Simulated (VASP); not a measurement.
A run of VASP 6.6.1:

Contents of INCAR:

```
SYSTEM = YSc
PREC = Accurate ; ENCUT = 520
EDIFF = 1E-6 ; ISMEAR = 0
SIGMA = 0.1 ; LREAL = .FALSE.
LASPH = .TRUE. ; NELM = 100
ALGO = Normal ; ISIF = 2
LWAVE = .FALSE. ; LCHARG = .TRUE.
GGA = PS ; LELF = .TRUE.
LVHAR = .TRUE. ; NBANDS = 18
```

KPOINTS

```
regular mesh
0
G
  3 3 2
  0 0 0
```

POSCAR

```
YSc
1.0
    3.5201660000      0.0000000000      0.0000000000
   -1.7600830000      3.0485530000      0.0000000000
    0.0000000000      0.0000000000      5.4041160000
Y Sc
1 1
Direct
    0.0000000000      0.0000000000      0.0000000000
    0.3333333333      0.6666666667      0.5000000000
```

Potentials or basis: VASP PAW PBE potentials, release 64 (Y_sv, Sc_sv).

Launch:

```bash
$ cat potpaw_PBE.64/Y_sv/POTCAR potpaw_PBE.64/Sc_sv/POTCAR > POTCAR
$ mpirun -np 1 vasp_std > vasp.out
```

Hardware: 1 thread of Intel Xeon 8259CL (shared host).

Task: How long does it take, and how much memory?

Result: Wall time 17 s on 1 thread of Intel Xeon 8259CL, on a shared host, peak memory 0.18 GiB. Counts: scf iterations 14, k points 6.
